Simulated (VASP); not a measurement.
Input of a VASP 6.6.1 run:

Contents of INCAR:

```
PREC = Accurate
ENCUT = 520
EDIFF = 1E-8
ISMEAR = -1
SIGMA = 0.02
LREAL = False
LASPH = True
NELM = 60
ALGO = Normal
ISIF = 2
LWAVE = False
LCHARG = False
GGA = CA
LEFG = True
NBANDS = 15
```

File KPOINTS:

```
Automatic mesh
0
Gamma
  8 8 8
```

POSCAR

```
SrO
1.0
    0.0000000000      2.5525525005      2.5525525005
    2.5525525005      0.0000000000      2.5525525005
    2.5525525005      2.5525525005      0.0000000000
Sr O
1 1
Direct
    0.0000000000      0.0000000000      0.0000000000
    0.5000000000      0.5000000000      0.5000000000
```

Potentials or basis: VASP PAW LDA potentials, release 64 (Sr_sv, O).

The run is started by

```sh
$ cat potpaw_LDA.64/Sr_sv/POTCAR potpaw_LDA.64/O/POTCAR > POTCAR
$ mpirun -np 1 vasp_std > vasp.out
```

**Question.** Estimate the pressure.

**Answer.** -1.6 GPa.

**Question.** Predict the band gap on the k mesh.

**Answer.** 3.08 eV, indirect (least direct gap 3.15 eV).

Caveat: without QUAD_EFG the Cq values of the log hold for a quadrupole moment of 1 mb, not for the nuclei. A k mesh can miss the band edges.
